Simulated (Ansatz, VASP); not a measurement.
Al2O3 in VASP and in Ansatz

The input INCAR:

```
ALGO     = Normal         # electronic algorithm
EDIFF    = 1E-7           # SCF threshold, eV
ENCUT    = 520            # plane-wave cutoff, eV
ISIF     = 2              # what is computed and relaxed
ISMEAR   = 0              # smearing method
LASPH    = True           # aspherical terms in the spheres
LCHARG   = False          # write CHGCAR
LREAL    = False          # projectors in reciprocal space
LWAVE    = False          # write WAVECAR
NBANDS   = 35             # bands
NELM     = 80             # most SCF steps
PREC     = Accurate       # precision mode
SIGMA    = 0.05           # smearing width, eV
```

KPOINTS

```
k-points
0
Gamma
  6 4 8
```

The input POSCAR:

```
Al2O3
1.0
    4.4088822837      0.0000000000      0.0000000000
    0.0000000000      9.1901962919      0.0000000000
    0.0000000000      0.0000000000      3.0935714195
Al O
4 6
Direct
    0.4138788494      0.3309999366      0.5000000000
    0.5861211506      0.6690000634      0.5000000000
    0.9138788494      0.1690000634      0.0000000000
    0.0861211506      0.8309999366      0.0000000000
    0.7315554251      0.2226862107      0.5000000000
    0.0000000000      0.0000000000      0.0000000000
    0.7684445749      0.7226862107      0.0000000000
    0.2315554251      0.2773137893      0.0000000000
    0.2684445749      0.7773137893      0.5000000000
    0.5000000000      0.5000000000      0.5000000000
```

Input for Ansatz:

```yaml
crystal:
  lattice:
    - [4.4088822837, 0.0, 0.0]
    - [0.0, 9.1901962919, 0.0]
    - [0.0, 0.0, 3.0935714195]
  atoms:
    - { symbol: Al, position: [0.4138788494, 0.3309999366, 0.5] }
    - { symbol: Al, position: [0.5861211506, 0.6690000634, 0.5] }
    - { symbol: Al, position: [0.9138788494, 0.1690000634, 0.0] }
    - { symbol: Al, position: [0.0861211506, 0.8309999366, 0.0] }
    - { symbol: O, position: [0.7315554251, 0.2226862107, 0.5] }
    - { symbol: O, position: [0.0, 0.0, 0.0] }
    - { symbol: O, position: [0.7684445749, 0.7226862107, 0.0] }
    - { symbol: O, position: [0.2315554251, 0.2773137893, 0.0] }
    - { symbol: O, position: [0.2684445749, 0.7773137893, 0.5] }
    - { symbol: O, position: [0.5, 0.5, 0.5] }
basis:
  ecutwfc: 420
kpoints:
  mp_grid: { grid: [6, 4, 8] }
hamiltonian:
  xc: lda
scf:
  occupations: { method: gaussian, width: 0.05 }
output:
  forces: true
  stress: true
  eigenvalues: true
```

Change from the starting cell: strain -0.040 along x and y, +0.040 along z, atoms carried along.

Alike in both runs: task single point; functional LDA; k mesh 6 × 4 × 8; occupations gaussian, width 0.05 eV; no spin polarisation.

|  | VASP | Ansatz |
| --- | --- | --- |
| version | VASP 6.6.1 | Ansatz 0.2.0 |
| potentials or method | VASP PAW LDA potentials, release 64 (Al, O), cutoff 520 eV | scalar-relativistic, plane waves, PAW |
| valence electrons in the cell | 48 | 48 |

Ansatz gave:

* gap on the k mesh at the Fermi level (eV): 4.07
* least direct gap on the mesh (eV): 4.07
* pressure (GPa): 8.8
* traceless stress, the component that is largest in VASP (GPa): -16.84
* rms of the force components (eV/Å): 0.925

Problem. What did VASP give for the same quantities?

Solution. gap on the k mesh at the Fermi level (eV): 4.06; least direct gap on the mesh (eV): 4.06; pressure (GPa): 10.0; traceless stress, the component that is largest in VASP (GPa): -17.55; rms of the force components (eV/Å): 0.986.

LDA's correlation is that of Perdew and Zunger in VASP and of Perdew and Wang (1992) in Ansatz. Atom by atom the forces differ by 0.062 eV/Å (rms over components).
